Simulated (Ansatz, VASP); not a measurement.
Two plane-wave programs on GaRe2Sb3

```
CELL_PARAMETERS angstrom
4.99987 0.00000 0.00000
-2.49994 4.33002 0.00000
0.00000 0.00000 5.72574
ATOMIC_POSITIONS crystal
Ga 0.00000 0.00000 0.00000
Re 0.33333 0.66667 0.50000
Re 0.66667 0.33333 0.50000
Sb 0.33333 0.66667 0.00000
Sb 0.66667 0.33333 0.00000
Sb 0.00000 0.00000 0.50000
```

Alike in both runs: functional PBE; k mesh 12 × 12 × 8; occupations gaussian, width 0.1 eV; no spin polarisation.

Ansatz relaxed the structure, and its values are those at the end. VASP's run is a single point on that final structure, the one shown.

|  | VASP | Ansatz |
| --- | --- | --- |
| version | VASP 6.6.1 | Ansatz 0.2.0 |
| potentials or method | VASP PAW PBE potentials, release 64 (Ga_d, Re, Sb), cutoff 520 eV | scalar-relativistic, plane waves, PAW |
| valence electrons in the cell | 42 | 88 |

|  | VASP | Ansatz | Ansatz less VASP |
| --- | --- | --- | --- |
| gap on the k mesh at the Fermi level (eV) | none | none | - |
| pressure (GPa) | -0.1 | 0.0 | +0.07 |

A gap of «none» marks a metal or a gap that the smearing closes. The functional is the same, so the differences come from potentials, cutoffs and numerics. VASP's potentials hold 42 valence electrons a cell and Ansatz's 88, so a difference there can come from the potentials and not from the codes.

Neither program's run includes spin-orbit coupling.
